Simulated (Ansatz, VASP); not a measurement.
## Ti: VASP beside Ansatz

Contents of INCAR:

```
SYSTEM = Ti
ALGO = Normal
EDIFF = 1E-8
ENCUT = 400
GGA = CA
GGA_COMPAT = .FALSE.
ISIF = 2
ISMEAR = -1
LASPH = .TRUE.
LCHARG = .FALSE.
LEFG = .TRUE.
LREAL = .FALSE.
LWAVE = .FALSE.
NBANDS = 12
NELM = 120
PREC = Accurate
SIGMA = 0.05
```

KPOINTS

```
k-points
0
G
  15 15 15
  0 0 0
```

POSCAR

```
Ti
1.0
    0.0000000000      2.0300000000      2.0097000000
    2.0300000000      0.0000000000      2.0097000000
    2.0300000000      2.0300000000      0.0000000000
Ti
1
Direct
    0.0000000000      0.0000000000      0.0000000000
```

Input for Ansatz:

```yaml
crystal:
  lattice:
    - [0.0, 2.03, 2.0097]
    - [2.03, 0.0, 2.0097]
    - [2.03, 2.03, 0.0]
  atoms:
    - { symbol: Ti, position: [0.0, 0.0, 0.0] }
kpoints:
  mp_grid: { grid: [15, 15, 15] }
scf:
  occupations: { method: fermi_dirac, width: 0.05 }
hamiltonian:
  xc: lda
  pseudopotentials: { kind: paw }
output:
  forces: true
  stress: true
  eigenvalues: true
  efg: { contact_densities: true }
```

Change from the starting cell: zz strain of -1 %, PAW files.

Alike in both runs: task electric field gradients; functional LDA; k mesh 15 × 15 × 15; occupations fermi-dirac, width 0.05 eV; no spin polarisation.

```csv
,VASP,Ansatz
version,VASP 6.6.1,Ansatz 0.2.0
potentials or method,"VASP PAW LDA potentials, release 64 (Ti_sv)","PAW with Ansatz's default frozen-core files, scalar-relativistic"
plane-wave cutoff (eV),400,420
valence electrons in the cell,12,12
```

|  | VASP | Ansatz | Ansatz less VASP |
| --- | --- | --- | --- |
| pressure (GPa) | -4.6 | -3.8 | +0.87 |
| traceless stress, the component that is largest in VASP (GPa) | 0.27 | 0.27 | -0.004 |
| size of Vzz on the site where it differs most (V/Å²) | 0.6 | 0.7 | +0.03 |

LDA's correlation is that of Perdew and Zunger in VASP and of Perdew and Wang (1992) in Ansatz.
